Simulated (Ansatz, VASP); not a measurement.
**One calculation of Si, two programs**

```
Si
1.0
    -3.27836    3.27836    3.61046
     3.27836   -3.27836    3.61046
     3.27836    3.27836   -3.61046
Si
8
Direct
  0.20479 0.20479 0.20479
  0.50000 0.00000 0.29521
  0.29521 0.50000 0.00000
  0.00000 0.29521 0.50000
  0.79521 0.79521 0.79521
  0.50000 0.00000 0.70479
  0.70479 0.50000 0.00000
  0.00000 0.70479 0.50000
```

Alike in both runs: task single point; functional PBEsol; k mesh 10 × 10 × 10; occupations gaussian, width 0.15 eV; no spin polarisation.

```csv
,VASP,Ansatz
version,VASP 6.6.1,Ansatz 0.2.0
potentials or method,"VASP PAW PBE potentials, release 64 (Si), cutoff 520 eV","scalar-relativistic, plane waves, PAW"
valence electrons in the cell,32,32
```

|  | VASP | Ansatz | Ansatz less VASP |
| --- | --- | --- | --- |
| gap on the k mesh at the Fermi level (eV) | none | none | - |
| pressure (GPa) | -6.2 | -6.3 | -0.11 |
| traceless stress, the component that is largest in VASP (GPa) | -8.40 | -8.38 | +0.019 |
| rms of the force components (eV/Å) | 0.287 | 0.288 | +0.0004 |

VASP's potentials were made for PBE, not for PBEsol, and Ansatz warns of the same on its side. Atom by atom the forces differ by 0.006 eV/Å (rms over components). A gap of «none» marks a metal or a gap that the smearing closes.
